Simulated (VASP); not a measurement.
# SiGe4 in VASP: further runs

Runs on SiGe4. Level: LDA. Tasks: single point.

All numbers are computed with VASP 6.6.1; they aren't measurements. Logs are shortened: lines on timing, memory, paths and dates and some standing lists are left out, and cuts for length are marked.

## (1) The cell of the first run

The cell holds a slab with vacuum, 5 atoms: a = 3.975 Å, b = 3.975 Å, c = 19.618 Å, α = 90.00°, β = 90.00°, γ = 120.00°.

## (2) Single point, LDA

Input file INCAR:

```
SYSTEM = SiGe4
PREC     = Accurate       ! precision mode
ENCUT    = 520            ! plane-wave cutoff, eV
EDIFF    = 1E-7           ! SCF threshold, eV
ISMEAR   = 0              ! smearing method
SIGMA    = 0.1            ! smearing width, eV
LREAL    = .False.        ! projectors in reciprocal space
LASPH    = .True.         ! aspherical terms in the spheres
NELM     = 60             ! most SCF steps
ALGO     = Normal         ! electronic algorithm
ISIF     = 2              ! what is computed and relaxed
LWAVE    = .False.        ! write WAVECAR
LCHARG   = .False.        ! write CHGCAR
LDIPOL   = .True.       
IDIPOL   = 3            
DIPOL    = 0.5 0.5 0.351
NBANDS   = 38             ! bands
```

Input file KPOINTS:

```
regular mesh
0
Gamma
  9 9 1
  0 0 0
```

Input file POSCAR:

```
SiGe4
1.0
    3.9749475856      0.0000000000      0.0000000000
   -1.9874737928      3.4424055879      0.0000000000
    0.0000000000      0.0000000000     19.6181517136
Ge Si
4 1
Direct
    0.3333333333      0.6666666667      0.2038928059
    0.0000000000      0.0000000000      0.2452515838
    0.0000000000      0.0000000000      0.3764881450
    0.6666666667      0.3333333333      0.4138081830
    0.6666666667      0.6666666667      0.5141203192
```

Potentials or basis: VASP PAW LDA potentials, release 64 (Ge_d, Si).

Launch:

```bash
cat potpaw_LDA.64/Ge_d/POTCAR potpaw_LDA.64/Si/POTCAR > POTCAR
mpirun -np 1 vasp_std > vasp.out
```

OUTCAR:

```text
SYSTEM = SiGe4
   PREC = Accurate
   ENCUT = 520
   EDIFF = 1E-7
   ISMEAR = 0
   LREAL = .False.
   LASPH = .True.
   NELM = 60
   ISIF = 2

 ion  position               nearest neighbor table
   1  0.333  0.667  0.204-   2 2.43   2 2.43   2 2.43
   2  0.000  0.000  0.245-   1 2.43   1 2.43   1 2.43   3 2.57
   3  0.000  0.000  0.376-   4 2.41   4 2.41   4 2.41   2 2.57   5 3.01
   4  0.667  0.333  0.414-   5 2.37   3 2.41   3 2.41   3 2.41
   5  0.667  0.667  0.514-   4 2.37   3 3.01

  LATTYP: Found a hexagonal cell.
 ALAT       =     3.9749475856
 C/A-ratio  =     4.9354491578

  Lattice vectors:

 A1 = (   3.9749475856,   0.0000000000,   0.0000000000)
 A2 = (  -1.9874737928,   3.4424055879,   0.0000000000)
 A3 = (   0.0000000000,   0.0000000000,  19.6181517136)

Analysis of symmetry for initial positions (statically):
=====================================================================
 Subroutine PRICEL returns:
 Original cell was already a primitive cell.

 Routine SETGRP: Setting up the symmetry group for a
 hexagonal supercell.

 Subroutine GETGRP returns: Found  1 space group operations
 (whereof  1 operations were pure point group operations)
 out of a pool of 24 trial point group operations.

The static configuration has the point symmetry C_1 .

Analysis of symmetry for dynamics (positions and initial velocities):
=====================================================================
 Subroutine PRICEL returns:
 Original cell was already a primitive cell.

 Routine SETGRP: Setting up the symmetry group for a
 hexagonal supercell.

 Subroutine GETGRP returns: Found  1 space group operations
 (whereof  1 operations were pure point group operations)
 out of a pool of 24 trial point group operations.

The dynamic configuration has the point symmetry C_1 .

 Subroutine INISYM returns: Found  1 space group operations
 (whereof  1 operations are pure point group operations),
 and found     1 'primitive' translations

----------------------------------------------------------------------------------------

                                     Primitive cell

  volume of cell :     268.4427

  direct lattice vectors                    reciprocal lattice vectors
     3.974947586  0.000000000  0.000000000     0.251575644  0.145247266  0.000000000
    -1.987473793  3.442405588  0.000000000     0.000000000  0.290494532  0.000000000
     0.000000000  0.000000000 19.618151714     0.000000000  0.000000000  0.050973201

  length of vectors
     3.974947586  3.974947586 19.618151714     0.290494532  0.290494532  0.050973201

  position of ions in fractional coordinates (direct lattice)
     0.333333333  0.666666667  0.203892806
     0.000000000  0.000000000  0.245251584
     0.000000000  0.000000000  0.376488145
     0.666666667  0.333333333  0.413808183
     0.666666667  0.666666667  0.514120319

  ion indices of the primitive-cell ions
   primitive index   ion index
                 1           1
                 2           2
                 3           3
                 4           4
                 5           5

----------------------------------------------------------------------------------------

 KPOINTS: regular mesh

Automatic generation of k-mesh.
 Grid dimensions read from file:
 generate k-points for:    9    9    1

 Generating k-lattice:

  Cartesian coordinates                     Fractional coordinates (reciprocal lattice)
     0.027952849  0.016138585  0.000000000     0.111111111  0.000000000  0.000000000
     0.000000000  0.032277170  0.000000000     0.000000000  0.111111111  0.000000000
     0.000000000  0.000000000  0.050973201     0.000000000  0.000000000  1.000000000

  Length of vectors
     0.032277170  0.032277170  0.050973201

  Shift w.r.t. Gamma in fractional coordinates (k-lattice)
     0.000000000  0.000000000  0.000000000

 Subroutine IBZKPT returns following result:
 ===========================================

 Found     41 irreducible k-points:

 Following reciprocal coordinates:
            Coordinates               Weight
  0.000000  0.000000  0.000000      1.000000
  0.111111 -0.000000  0.000000      2.000000
  0.000000  0.111111  0.000000      2.000000
 -0.111111  0.111111  0.000000      2.000000
  0.222222  0.000000  0.000000      2.000000
  0.000000  0.222222  0.000000      2.000000
[... 16 lines left out ...]
  0.333333  0.111111  0.000000      2.000000
 -0.111111  0.444444  0.000000      2.000000
 [... further k-points ...]
   k-points           NKPTS =     41   k-points in BZ     NKDIM =     41   number of bands    NBANDS=     38
   number of dos      NEDOS =    301   number of ions     NIONS =      5
   total plane-waves  NPLWV = 135000
   dimension x,y,z NGX =    30 NGY =   30 NGZ =  150
   dimension x,y,z NGXF=    60 NGYF=   60 NGZF=  300
   ions per type =               4   1
   NGX,Y,Z   is equivalent  to a cutoff of  12.55, 12.55, 12.71 a.u.
   NGXF,Y,Z  is equivalent  to a cutoff of  25.09, 25.09, 25.42 a.u.
 SYSTEM =  SiGe4
   PREC   = accura    normal or accurate (medium, high low for compatibility)
   ISTART =      0    job   : 0-new  1-cont  2-samecut
   ICHARG =      2    charge: 1-file 2-atom 10-const
   ISPIN  =      1    spin polarized calculation?
   LNONCOLLINEAR =      F non collinear calculations
   LSORBIT =      F    spin-orbit coupling
   LASPH  =      T    aspherical Exc in radial PAW
   ENCUT  =  520.0 eV  38.22 Ry    6.18 a.u.   7.39  7.39 36.48*2*pi/ulx,y,z
   NELM   =     60;   NELMIN=  2; NELMDL= -5     # of ELM steps
   EDIFF  = 0.1E-06   stopping-criterion for ELM
   LREAL  =      F    real-space projection
   EDIFFG = 0.1E-05   stopping-criterion for IOM
   NSW    =      0    number of steps for IOM
   IBRION =     -1    ionic relax: 0-MD 1-quasi-New 2-CG
   NFREE  =      0    steps in history (QN), initial steepest desc. (CG)
   ISIF   =      2    stress and relaxation
   ISYM   =      2    0-nonsym 1-usesym 2-fastsym
   POTIM  = 0.5000    time-step for ionic-motion
   TEBEG  =    0.0;   TEEND  =   0.0 temperature during run
   PSTRESS=    0.0 pullay stress
   NELECT =      60.0000    total number of electrons
   NUPDOWN=      -1.0000    fix difference up-down
   EMIN   =  10.00;   EMAX   =-10.00  energy-range for DOS
   EFERMI =   0.00;   METHOD = LEGACY
   ISMEAR =     0;   SIGMA  =   0.10  broadening in eV -4-tet -1-fermi 0-gaus
   EFERMI_NEDOS =   21; number of points for ismear=-14 and -15
   IALGO  =     38    algorithm
   IMIX   =      4    mixing-type and parameters
     AMIX     =   0.40;   BMIX     =  1.00
     AMIX_MAG =   1.60;   BMIX_MAG =  1.00
  volume/ion in A,a.u.               =      53.69       362.31
  Fermi-wavevector in a.u.,A,eV,Ry     =   0.993516  1.877472 13.429950  0.987073
  Thomas-Fermi vector in A             =   2.125403
   LORBIT       =      0    0 simple, 1 ext, 2 COOP (PROOUT), +10 PAW based schemes
   GGA     = CA    functional components
   LHFCALC =     F    Hartree Fock is set to
   AEXX    =    0.0000 exact exchange contribution
   IVDW    =     0    specifies the selected vdW correction
   LEPSILON=     F    determine dielectric tensor
   LRPA    =     F    only Hartree local field effects (RPA)
 non-spin polarized calculation
 Gauss-broadening in eV      SIGMA  =   0.10
  energy-cutoff  :      520.00
  volume of cell :      268.44
 maximum number of plane-waves:      7279
 NGX is ok and might be reduce to    30
   NGX = 15   NGY = 15   NGZ = 73

 dipolmoment           0.000000      0.000000      0.024535 electrons x Angstroem

 number of electron      60.0000056 magnetization

 dipolmoment           0.000000      0.000000     -0.016407 electrons x Angstroem

 Free energy of the ion-electron system (eV)
  ---------------------------------------------------
  ext. energy  EPLUGINS =         0.00000000
  ---------------------------------------------------
  free energy    TOTEN  =       -23.09307421 eV

  energy without entropy =      -23.07871168  energy(sigma->0) =      -23.08589295

 E-fermi :  -0.9026     XC(G=0):  -5.0556

 val. band max:       -0.9036113380   @ k =   0.4444   0.3333   0.0000
 cond. band min:      -0.8870936380   @ k =   0.0000   0.0000   0.0000
 fundamental gap:      0.0165177000
 Fermi energy:        -0.9025962594

 k-point     1 :       0.0000    0.0000    0.0000
  band No.  band energies     occupation
      1     -25.8774      2.00000
      2     -25.8590      2.00000
      3     -25.8082      2.00000
      4     -25.8009      2.00000
      5     -25.7931      2.00000
      6     -25.6018      2.00000
[... 30 lines left out ...]
     37       3.1271      0.00000
     38       3.2337      0.00000

 k-point     2 :       0.1111   -0.0000    0.0000
  band No.  band energies     occupation
      1     -25.8816      2.00000
      2     -25.8627      2.00000
      3     -25.8109      2.00000
      4     -25.7945      2.00000
      5     -25.7856      2.00000
      6     -25.6065      2.00000
[... 30 lines left out ...]
     37       3.2129      0.00000
     38       3.3085      0.00000

 k-point     3 :       0.0000    0.1111    0.0000
  band No.  band energies     occupation
      1     -25.8803      2.00000
      2     -25.8646      2.00000
      3     -25.8082      2.00000
      4     -25.7974      2.00000
      5     -25.7851      2.00000
      6     -25.6050      2.00000
[... 30 lines left out ...]
     37       3.1359      0.00000
[... 781 lines left out ...]
 k-point    23 :       0.3333    0.1111    0.0000
  band No.  band energies     occupation
      1     -25.9009      2.00000
      2     -25.8620      2.00000
      3     -25.8256      2.00000
      4     -25.7831      2.00000
      5     -25.7579      2.00000
      6     -25.6064      2.00000
[... 30 lines left out ...]
     37       4.3496      0.00000
     38       4.6687      0.00000

 k-point    24 :      -0.1111    0.4444    0.0000
  band No.  band energies     occupation
      1     -25.8956      2.00000
      2     -25.8674      2.00000
      3     -25.8329      2.00000
      4     -25.7721      2.00000
      5     -25.7621      2.00000
      6     -25.6144      2.00000
[... 30 lines left out ...]
     37       4.1492      0.00000
     38       5.0325      0.00000

 [... further k-points ...]

------------------------ aborting loop because EDIFF is reached ----------------------------------------

 vacuum level on the upper side and lower side of the slab       (xc-potential included)        -0.191         0.054

  FORCE on cell =-STRESS in cart. coord.  units (eV):
  Direction    XX          YY          ZZ          XY          YZ          ZX
  --------------------------------------------------------------------------------------
  -------------------------------------------------------------------------------------
  Total       -1.4767238     -0.8531139      0.0265777      0.1087716      0.6805293      0.2132460
  in kB       -8.8137012     -5.0917383      0.1586265      0.6491940      4.0616817      1.2727409
  external PRESSURE =      -4.5822710 kB  Pullay stress =       0.0000000 kB

 VOLUME and BASIS-vectors are now :
 -----------------------------------------------------------------------------
  energy-cutoff  :      520.00
  volume of cell :      268.44
      direct lattice vectors                 reciprocal lattice vectors
     3.974947586  0.000000000  0.000000000     0.251575644  0.145247266  0.000000000
    -1.987473793  3.442405588  0.000000000     0.000000000  0.290494532  0.000000000
     0.000000000  0.000000000 19.618151714     0.000000000  0.000000000  0.050973201

 POSITION                                       TOTAL-FORCE (eV/Angst)
 -----------------------------------------------------------------------------------
     -0.00000      2.29494      4.00000        -0.005295     -0.081383      0.311001
      0.00000      0.00000      4.81138        -0.043763     -0.004853     -0.225416
      0.00000      0.00000      7.38600         0.013525      0.246631     -0.786876
      1.98747      1.14747      8.11815         0.006887     -0.419510      0.691521
      1.32498      2.29494     10.08609         0.028646      0.259115      0.009770
 -----------------------------------------------------------------------------------
    total drift:                               -0.000116     -0.000001     -0.000386

  FREE ENERGIE OF THE ION-ELECTRON SYSTEM (eV)
  ---------------------------------------------------
  free  energy   TOTEN  =       -23.0930742137 eV

  energy  without entropy=      -23.0787116807  energy(sigma->0) =      -23.08589295

 vacuum level on the upper side and lower side of the slab         3.769         4.001
```

It took 13 min on 1 thread of Intel Xeon Platinum 8488C (Sapphire Rapids), shared host; peak memory 0.46 GiB.

Results:

- Free energy: -23.0931 eV
- Largest force: 0.825 eV/Å
- Band gap on the k mesh: zero (bands 30 and 31 overlap by 0.76 eV)

Forces in eV/Å, atoms in the order of the input:
```
Ge  -0.005 -0.081  0.311
Ge  -0.044 -0.005 -0.225
Ge   0.014  0.247 -0.787
Ge   0.007 -0.420  0.692
Si   0.029  0.259  0.010
```

Levels at points of the mesh, in eV from the Fermi level:
| k point | band 27 | band 28 | band 29 | band 30 | band 31 | band 32 | band 33 | band 34 |
| --- | --- | --- | --- | --- | --- | --- | --- | --- |
| (0.00, 0.00, 0.00) | -1.07 | -0.19 | -0.05 | 0.02 | 0.91 | 1.15 | 1.78 | 2.45 |

## (3) Single point, LDA

Input file INCAR:

```
SYSTEM = SiGe4
  PREC = Accurate
  ENCUT = 520
  EDIFF = 1E-6
  ISMEAR = 0
  SIGMA = 0.1
  LREAL = .FALSE.
  LASPH = .TRUE.
  NELM = 80
  ALGO = Normal
  ISIF = 2
  LWAVE = .FALSE.
  LCHARG = .FALSE.
  LDIPOL = .TRUE.
  IDIPOL = 3
  DIPOL = 0.5 0.5 0.354
  GGA = CA
  NBANDS = 38
```

Input file KPOINTS:

```
regular mesh
0
G
  9 9 1
  0 0 0
```

POSCAR: that of step 2 with these lines changed.

```diff
@@ -12,2 +12,2 @@
     0.6666666667      0.3333333333      0.4138081830
-    0.6666666667      0.6666666667      0.5141203192
+    0.6666666667      0.5000000000      0.5296556908
```

Potentials or basis: VASP PAW LDA potentials, release 64 (Ge_d, Si).

Launch:

```bash
cat potpaw_LDA.64/Ge_d/POTCAR potpaw_LDA.64/Si/POTCAR > POTCAR
mpirun -np 1 vasp_std > vasp.out
```

It took 12 min on 1 thread of Intel Xeon Platinum 8488C (Sapphire Rapids), shared host; peak memory 0.46 GiB.

Results (log left out):

```yaml
Free_energy: -23.1016 eV
Largest_force: 0.568 eV/Å
Band_gap_on_the_k_mesh: zero (bands 30 and 31 overlap by 0.80 eV)
```

Forces on the atoms (eV/Å):
```
Ge   0.010 -0.081  0.371
Ge  -0.034  0.066 -0.261
Ge  -0.003  0.087 -0.561
Ge  -0.049 -0.013  0.443
Si   0.076 -0.059  0.008
```

Levels at points of the mesh, in eV from the Fermi level:
```csv
k point,band 26,band 27,band 28,band 29,band 30,band 31,band 32,band 33,band 34,band 35
"(0.00, 0.00, 0.00)",-0.88,-0.78,-0.01,0.02,0.44,0.76,1.20,2.23,2.68,3.59
```

[end of part 1 of 2]

The gap in the log of VASP goes by the Fermi energy; the results here count the filled bands.